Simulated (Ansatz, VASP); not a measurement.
Two plane-wave programs on Sn

File POSCAR:

```
Sn
1.0
    0.0000000000      3.4658609982      2.9459818485
    3.4658609982      0.0000000000      2.9459818485
    3.4658609982      3.4658609982      0.0000000000
Sn
2
Direct
    0.5000000000      0.5000000000      0.5000000000
    0.7500000000      0.7500000000      0.7500000000
```

INCAR.step1

```
SYSTEM = Sn
PREC = Accurate
ENCUT = 520
ISMEAR = 0
SIGMA = 0.15
LREAL = .False.
LASPH = .True.
NELM = 100
NBANDS = 21
GGA = PE
ALGO = Normal
EDIFF = 1E-4
LWAVE = .True.
LCHARG = .False.
```

Contents of INCAR.step2:

```
SYSTEM = Sn
PREC = Accurate
ENCUT = 520
EDIFF = 1E-7
ISMEAR = 0
SIGMA = 0.15
LREAL = .False.
LASPH = .True.
NELM = 100
ALGO = Normal
ISIF = 2
LWAVE = .False.
LCHARG = .False.
METAGGA = R2SCAN
LMIXTAU = .True.
NBANDS = 21
ISTART = 1
```

KPOINTS

```
Automatic mesh
0
Gamma
  18 18 18
  0 0 0
```

Input for Ansatz:

```yaml
crystal:
  lattice:
    - [0.0, 3.4658609982, 2.9459818485]
    - [3.4658609982, 0.0, 2.9459818485]
    - [3.4658609982, 3.4658609982, 0.0]
  atoms:
    - { symbol: Sn, position: [0.5, 0.5, 0.5] }
    - { symbol: Sn, position: [0.75, 0.75, 0.75] }
basis:
  ecutwfc: 500
kpoints:
  mp_grid: { grid: [18, 18, 18] }
hamiltonian:
  xc: r2scan
scf:
  occupations: { method: gaussian, width: 0.15 }
output:
  forces: true
  stress: true
  eigenvalues: true
```

Alike in both runs: task single point; functional r2SCAN; k mesh 18 × 18 × 18; occupations gaussian, width 0.15 eV; no spin polarisation.

```csv
,VASP,Ansatz
version,VASP 6.6.1,Ansatz 0.2.0
potentials or method,"VASP PAW PBE potentials, release 64 (Sn_d), cutoff 520 eV","scalar-relativistic, plane waves, PAW"
valence electrons in the cell,28,28
```

Ansatz gave:

| Item | Value |
| --- | --- |
| gap on the k mesh at the Fermi level (eV) | none |
| pressure (GPa) | -0.2 |
| traceless stress, the component that is largest in VASP (GPa) | 2.69 |

Question: What did VASP give for the same quantities?

Answer: gap on the k mesh at the Fermi level (eV): none; pressure (GPa): -0.3; traceless stress, the component that is largest in VASP (GPa): 2.69.

VASP's potentials were made for PBE, not for r2SCAN. A gap of «none» marks a metal or a gap that the smearing closes.
